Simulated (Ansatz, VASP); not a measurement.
## Two plane-wave programs on Ta

The input INCAR:

```
PREC     = Accurate       # precision mode
ENCUT    = 520            # plane-wave cutoff, eV
EDIFF    = 1E-6           # SCF threshold, eV
ISMEAR   = 0              # smearing method
SIGMA    = 0.15           # smearing width, eV
LREAL    = False          # projectors in reciprocal space
LASPH    = True           # aspherical terms in the spheres
NELM     = 60             # most SCF steps
ALGO     = Fast           # electronic algorithm
ISIF     = 2              # what is computed and relaxed
LWAVE    = False          # write WAVECAR
LCHARG   = True           # write CHGCAR
GGA      = PE             # functional
LELF     = True           # ELF
LVHAR    = True         
NBANDS   = 12             # bands
```

File KPOINTS:

```
Automatic mesh
0
Gamma
  18 18 18
```

File POSCAR:

```
Ta
1.0
   -1.6594835689      1.6594835689      1.5972529351
    1.6594835689     -1.6594835689      1.5972529351
    1.6594835689      1.6594835689     -1.5972529351
Ta
1
Direct
    0.0000000000      0.0000000000      0.0000000000
```

Input for Ansatz:

```yaml
crystal:
  lattice:
    - [-1.6594835689, 1.6594835689, 1.5972529351]
    - [1.6594835689, -1.6594835689, 1.5972529351]
    - [1.6594835689, 1.6594835689, -1.5972529351]
  atoms:
    - { symbol: Ta, position: [0.0, 0.0, 0.0] }
basis:
  ecutwfc: 420
kpoints:
  mp_grid: { grid: [18, 18, 18] }
hamiltonian:
  xc: pbe
  pseudopotentials: { kind: paw, azcp: { folder: soft_1 } }
scf:
  occupations: { method: gaussian, width: 0.15 }
output:
  forces: true
  stress: true
  eigenvalues: true
```

Change from the starting cell: normal strain along x +0.0000, normal strain along z -0.0375.

Alike in both runs: task single point; functional PBE; k mesh 18 × 18 × 18; occupations gaussian, width 0.15 eV; no spin polarisation.

```csv
,VASP,Ansatz
version,VASP 6.6.1,Ansatz 0.2.0
potentials or method,"VASP PAW PBE potentials, release 64 (Ta_pv), cutoff 520 eV","scalar-relativistic, plane waves, PAW"
valence electrons in the cell,11,13
```

|  | VASP | Ansatz | Ansatz less VASP |
| --- | --- | --- | --- |
| gap on the k mesh at the Fermi level (eV) | none | none | - |
| pressure (GPa) | 8.3 | 8.2 | -0.15 |
| traceless stress, the component that is largest in VASP (GPa) | 2.80 | 2.80 | +0.003 |

A gap of «none» marks a metal or a gap that the smearing closes. VASP's potentials hold 11 valence electrons a cell and Ansatz's 13, so a difference there can come from the potentials and not from the codes.

Neither program's run includes spin-orbit coupling.
